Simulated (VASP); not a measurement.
Runs of VASP 6.6.1 on AlFe. The structure is that of space group Pm-3m (No. 221), or close to it. The cells are those of the table. 

```csv
level,potentials or basis,cell,k mesh,smearing,gap on the mesh (eV),pressure (GPa),moment (μB)
LDA,"VASP PAW LDA potentials, release 64 (Fe, Al)","a = 2.910 Å, 2 atoms",9 × 9 × 9,fermi-dirac 0.05 eV,none,(b),0.58
PBE,"VASP PAW PBE potentials, release 64 (Fe, Al)","a = 2.890 Å, 2 atoms",9 × 9 × 9,fermi-dirac 0.05 eV,none,-2.9,0.64
PBE,"VASP PAW PBE potentials, release 64 (Fe, Al)","a = 2.910 Å, 2 atoms",9 × 9 × 9,gaussian 0.021 eV,none,-6.3,0.61
PBE,"VASP PAW PBE potentials, release 64 (Fe, Al)","a = 2.910 Å, 2 atoms",9 × 9 × 9,gaussian 0.022 eV,none,-6.5,0.61
r2SCAN,"VASP PAW PBE potentials, release 64 (Fe, Al)","a = 2.910 Å, 2 atoms",8 × 8 × 8,methfessel-paxton 0.1 eV,none,-10.9,(a)
```

Alike in all rows: task single point; spin collinear, ferromagnetic start; cutoff (eV) 520.

Question: Fill in the values left out.

Answer: (a) 0.75; (b) -16.3.

Caveats: the PAW data sets were made with another functional, which shifts forces and pressure a little (some runs).

A gap of «none» marks levels without a gap at the run's occupations.
